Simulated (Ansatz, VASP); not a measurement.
Two plane-wave programs on MgS

```
Mg S
1.0
     4.03462    0.00000    0.00000
    -2.01731    3.49409    0.00000
     0.00000    0.00000    6.43229
Mg S
2 2
Direct
  0.66667 0.33333 0.49575
  0.33333 0.66667 0.99575
  0.18960 0.60227 0.37924
  0.66667 0.33333 0.87924
```

Alike in both runs: task single point; functional PBE; k mesh 6 × 6 × 4; occupations gaussian, width 0.05 eV; no spin polarisation.

|  | VASP | Ansatz |
| --- | --- | --- |
| version | VASP 6.6.1 | Ansatz 0.2.0 |
| potentials or method | VASP PAW PBE potentials, release 64 (Mg, S), cutoff 520 eV | scalar-relativistic, plane waves, PAW |
| valence electrons in the cell | 16 | 32 |

VASP gave:

| Property | Result |
| --- | --- |
| gap on the k mesh at the Fermi level (eV) | 3.21 |
| least direct gap on the mesh (eV) | 3.21 |
| pressure (GPa) | 6.1 |
| traceless stress, the component that is largest in VASP (GPa) | 8.59 |
| rms of the force components (eV/Å) | 2.861 |

Problem. What did Ansatz give for the same quantities?

Solution. gap on the k mesh at the Fermi level (eV): 3.21; least direct gap on the mesh (eV): 3.21; pressure (GPa): 6.2; traceless stress, the component that is largest in VASP (GPa): 8.47; rms of the force components (eV/Å): 2.824.

Atom by atom the forces differ by 0.037 eV/Å (rms over components). With one functional, cell and mesh, what is left measures potentials, basis and numerics. VASP's potentials hold 16 valence electrons a cell and Ansatz's 32, so a difference there can come from the potentials and not from the codes.
